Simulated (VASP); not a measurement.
# Ge (Fd-3m) in VASP: a series of runs

The runs below take Ge through single point, with r2SCAN.

Program: VASP 6.6.1. These are calculated values, not measurements. Logs are shortened: lines on timing, memory, paths and dates and some standing lists are left out, and cuts for length are marked.

**1. The cell of the first run**

It takes space group Fd-3m (No. 227, cubic). The conventional cell has a = 5.339 Å, b = 5.339 Å, c = 5.339 Å, α = 90.00°, β = 90.00°, γ = 90.00°. Ge (site symmetry -43m) has 4 Ge at 2.31 Å within 3.1 Å.

**2. Single point, r2SCAN**

POSCAR reads:

```
Ge
1.0
    0.0000000000      2.6695283294      2.6695283294
    2.6695283294      0.0000000000      2.6695283294
    2.6695283294      2.6695283294      0.0000000000
Ge
2
Direct
    0.0000000000      0.0000000000      0.0000000000
    0.2500000000      0.2500000000      0.2500000000
```

INCAR.step1 reads:

```
PREC = Accurate
ENCUT = 520
ISMEAR = -1
SIGMA = 0.05
LREAL = False
LASPH = True
NELM = 60
NBANDS = 21
GGA = PE
ALGO = Normal
EDIFF = 1E-4
LWAVE = True
LCHARG = False
```

INCAR.step2 reads:

```
PREC = Accurate
ENCUT = 520
EDIFF = 1E-6
ISMEAR = -1
SIGMA = 0.05
LREAL = False
LASPH = True
NELM = 60
ALGO = Normal
ISIF = 2
LWAVE = False
LCHARG = True
METAGGA = R2SCAN
LMIXTAU = True
LELF = True
LVHAR = True
NBANDS = 21
ISTART = 1
```

KPOINTS reads:

```
Automatic mesh
0
Gamma
  8 8 8
```

Potentials or basis: VASP PAW PBE potentials, release 64 (Ge_d).

Run with:

```
cat potpaw_PBE.64/Ge_d/POTCAR > POTCAR
cp INCAR.step1 INCAR
mpirun -np 1 vasp_std > vasp.out
cp INCAR.step2 INCAR
mpirun -np 1 vasp_std > vasp.out
```

OUTCAR:

```text
PREC = Accurate
   ENCUT = 520
   EDIFF = 1E-6
   ISMEAR = -1
   LREAL = False
   LASPH = True
   NELM = 60
   ISIF = 2
   METAGGA = R2SCAN
   ISTART = 1

 ion  position               nearest neighbor table
   1  0.000  0.000  0.000-   2 2.31   2 2.31   2 2.31   2 2.31
   2  0.250  0.250  0.250-   1 2.31   1 2.31   1 2.31   1 2.31

  LATTYP: Found a face centered cubic cell.
 ALAT       =     5.3390566588

  Lattice vectors:

 A1 = (   0.0000000000,   2.6695283294,   2.6695283294)
 A2 = (   2.6695283294,   0.0000000000,   2.6695283294)
 A3 = (   2.6695283294,   2.6695283294,   0.0000000000)

Analysis of symmetry for initial positions (statically):
=====================================================================
 Subroutine PRICEL returns:
 Original cell was already a primitive cell.

 Routine SETGRP: Setting up the symmetry group for a
 face centered cubic supercell.

 Subroutine GETGRP returns: Found 48 space group operations
 (whereof 24 operations were pure point group operations)
 out of a pool of 48 trial point group operations.

The static configuration has the point symmetry T_d .
 The point group associated with its full space group is O_h .

Analysis of symmetry for dynamics (positions and initial velocities):
=====================================================================
 Subroutine PRICEL returns:
 Original cell was already a primitive cell.

 Routine SETGRP: Setting up the symmetry group for a
 face centered cubic supercell.

 Subroutine GETGRP returns: Found 48 space group operations
 (whereof 24 operations were pure point group operations)
 out of a pool of 48 trial point group operations.

The dynamic configuration has the point symmetry T_d .
 The point group associated with its full space group is O_h .

 Subroutine INISYM returns: Found 48 space group operations
 (whereof 24 operations are pure point group operations),
 and found     1 'primitive' translations

----------------------------------------------------------------------------------------

                                     Primitive cell

  volume of cell :      38.0482

  direct lattice vectors                    reciprocal lattice vectors
     0.000000000  2.669528329  2.669528329    -0.187299005  0.187299005  0.187299005
[... 74 lines left out ...]
   NGX,Y,Z   is equivalent  to a cutoff of  12.33, 12.33, 12.33 a.u.
   NGXF,Y,Z  is equivalent  to a cutoff of  24.66, 24.66, 24.66 a.u.
 SYSTEM =  unknown system
   PREC   = accura    normal or accurate (medium, high low for compatibility)
   ISTART =      1    job   : 0-new  1-cont  2-samecut
   ICHARG =      0    charge: 1-file 2-atom 10-const
   ISPIN  =      1    spin polarized calculation?
   LNONCOLLINEAR =      F non collinear calculations
   LSORBIT =      F    spin-orbit coupling
   LASPH  =      T    aspherical Exc in radial PAW
   ENCUT  =  520.0 eV  38.22 Ry    6.18 a.u.   7.02  7.02  7.02*2*pi/ulx,y,z
   NELM   =     60;   NELMIN=  2; NELMDL=  0     # of ELM steps
   EDIFF  = 0.1E-05   stopping-criterion for ELM
   LREAL  =      F    real-space projection
   EDIFFG = 0.1E-04   stopping-criterion for IOM
   NSW    =      0    number of steps for IOM
   IBRION =     -1    ionic relax: 0-MD 1-quasi-New 2-CG
   NFREE  =      0    steps in history (QN), initial steepest desc. (CG)
   ISIF   =      2    stress and relaxation
   ISYM   =      2    0-nonsym 1-usesym 2-fastsym
   POTIM  = 0.5000    time-step for ionic-motion
   TEBEG  =    0.0;   TEEND  =   0.0 temperature during run
   PSTRESS=    0.0 pullay stress
   NELECT =      28.0000    total number of electrons
   NUPDOWN=      -1.0000    fix difference up-down
   EMIN   =  10.00;   EMAX   =-10.00  energy-range for DOS
   EFERMI =   0.00;   METHOD = LEGACY
   ISMEAR =    -1;   SIGMA  =   0.05  broadening in eV -4-tet -1-fermi 0-gaus
   EFERMI_NEDOS =   21; number of points for ismear=-14 and -15
   IALGO  =     38    algorithm
   IMIX   =      4    mixing-type and parameters
     AMIX     =   0.40;   BMIX     =  1.00
     AMIX_MAG =   1.60;   BMIX_MAG =  1.00
  volume/ion in A,a.u.               =      19.02       128.38
  Fermi-wavevector in a.u.,A,eV,Ry     =   1.478029  2.793070 29.722878  2.184570
  Thomas-Fermi vector in A             =   2.592360
   LORBIT       =      0    0 simple, 1 ext, 2 COOP (PROOUT), +10 PAW based schemes
   METAGGA = R2SCAN    functional components
   LHFCALC =     F    Hartree Fock is set to
   AEXX    =    0.0000 exact exchange contribution
   IVDW    =     0    specifies the selected vdW correction
   LEPSILON=     F    determine dielectric tensor
   LRPA    =     F    only Hartree local field effects (RPA)
 non-spin polarized calculation
  energy-cutoff  :      520.00
  volume of cell :       38.05
 maximum number of plane-waves:      1036
   NGX = 13   NGY = 13   NGZ = 13

 number of electron      27.9999995 magnetization

 Free energy of the ion-electron system (eV)
  ---------------------------------------------------
  ext. energy  EPLUGINS =         0.00000000
  ---------------------------------------------------
  free energy    TOTEN  =       -27.32733335 eV

  energy without entropy =      -27.32727196  energy(sigma->0) =      -27.32730266

 E-fermi :   6.9291     XC(G=0): -11.7601

 val. band max:        6.6909013729   @ k =   0.0000   0.0000   0.0000
 cond. band min:       7.2034179544   @ k =   0.3750   0.3750   0.0000
 fundamental gap:      0.5125165815
 Fermi energy:         6.9290514663

 k-point     1 :       0.0000    0.0000    0.0000
  band No.  band energies     occupation
      1     -19.1586      2.00000
      2     -19.1586      2.00000
      3     -19.1586      2.00000
      4     -19.1038      2.00000
      5     -19.1038      2.00000
      6     -18.7681      2.00000
[... 565 lines left out ...]
     20      18.8899      0.00000
     21      19.9915      0.00000

 [... further k-points ...]
[... 5 lines left out ...]
  --------------------------------------------------------------------------------------
  -------------------------------------------------------------------------------------
  Total        4.7919579      4.7919579      4.7919579      0.0000000      0.0000000     -0.0000000
  in kB      201.7855105    201.7855105    201.7855105      0.0000000      0.0000000     -0.0000000
  external PRESSURE =     201.7855105 kB  Pullay stress =       0.0000000 kB

 VOLUME and BASIS-vectors are now :
 -----------------------------------------------------------------------------
  energy-cutoff  :      520.00
  volume of cell :       38.05
      direct lattice vectors                 reciprocal lattice vectors
     0.000000000  2.669528329  2.669528329    -0.187299005  0.187299005  0.187299005
     2.669528329  0.000000000  2.669528329     0.187299005 -0.187299005  0.187299005
     2.669528329  2.669528329  0.000000000     0.187299005  0.187299005 -0.187299005

 POSITION                                       TOTAL-FORCE (eV/Angst)
 -----------------------------------------------------------------------------------
      0.00000      0.00000      0.00000        -0.000000     -0.000000     -0.000000
      1.33476      1.33476      1.33476         0.000000      0.000000      0.000000
 -----------------------------------------------------------------------------------
    total drift:                                0.000000      0.000000      0.000000

  FREE ENERGIE OF THE ION-ELECTRON SYSTEM (eV)
  ---------------------------------------------------
  free  energy   TOTEN  =       -27.3273333512 eV

  energy  without entropy=      -27.3272719611  energy(sigma->0) =      -27.32730266
```

Run time: 69 s. Hardware: 1 thread of Intel Xeon Platinum 8488C (Sapphire Rapids), shared host; peak memory 0.17 GiB.

Results:

* Free energy: -27.3273 eV
* Pressure: 20.2 GPa
* Band gap on the k mesh: 0.51 eV, indirect (least direct gap 2.18 eV)

Caveat: the PAW data sets were made with another functional, which shifts forces and pressure a little.

**3. Single point, r2SCAN**

This run uses another cell than the first one, of 20.49 Å³/atom, 1.077 times its volume.

POSCAR reads:

```
Ge
1.0
    0.0000000000      2.7364334370      2.7364334370
    2.7364334370      0.0000000000      2.7364334370
    2.7364334370      2.7364334370      0.0000000000
Ge
2
Direct
    0.0000000000      0.0000000000      0.0000000000
    0.2500000000      0.2500000000      0.2500000000
```

INCAR.step1 reads:

```
SYSTEM = Ge
  PREC = Accurate
  ENCUT = 520
  ISMEAR = -1
  SIGMA = 0.05
  LREAL = .FALSE.
  LASPH = .TRUE.
  NELM = 80
  NBANDS = 21
  GGA = PE
  ALGO = Normal
  EDIFF = 1E-4
  LWAVE = .TRUE.
  LCHARG = .FALSE.
```

INCAR.step2 reads:

```
SYSTEM = Ge
  PREC = Accurate
  ENCUT = 520
  EDIFF = 1E-6
  ISMEAR = -1
  SIGMA = 0.05
  LREAL = .FALSE.
  LASPH = .TRUE.
  NELM = 80
  ALGO = Normal
  ISIF = 2
  LWAVE = .FALSE.
  LCHARG = .TRUE.
  METAGGA = R2SCAN
  LMIXTAU = .TRUE.
  LELF = .TRUE.
  LVHAR = .TRUE.
  NBANDS = 21
  ISTART = 1
```

KPOINTS reads:

```
regular mesh
0
G
  8 8 8
  0 0 0
```

Potentials or basis: VASP PAW PBE potentials, release 64 (Ge_d).

Run with:

```
cat potpaw_PBE.64/Ge_d/POTCAR > POTCAR
cp INCAR.step1 INCAR
mpirun -np 1 vasp_std > vasp.out
cp INCAR.step2 INCAR
mpirun -np 1 vasp_std > vasp.out
```

Run time: 82 s. Hardware: 1 thread of Intel Xeon Platinum 8488C (Sapphire Rapids), shared host; peak memory 0.17 GiB.

The run converged. Its results:

| Quantity | Value |
| --- | --- |
| Free energy | -27.6001 eV |
| Pressure | 10.1 GPa |
| Band gap on the k mesh | 0.64 eV, indirect (least direct gap 1.40 eV) |

Levels at points of the mesh, in eV from the valence-band top:
```
           k point  band 12  band 13  band 14  band 15  band 16  band 17
(0.00, 0.00, 0.00)     0.00     0.00     0.00     1.40     2.74     2.74
(0.50, 0.00, 0.00)    -8.40    -1.66    -1.66     0.79     4.03     4.03
(0.50, 0.50, 0.00)    -9.64    -3.61    -3.61     0.83     0.83    10.99
```

Caveat: the PAW data sets were made with another functional, which shifts forces and pressure a little. r2SCAN opens gaps a little over a GGA but as a rule still falls short of measured ones.

[end of part 1 of 2]
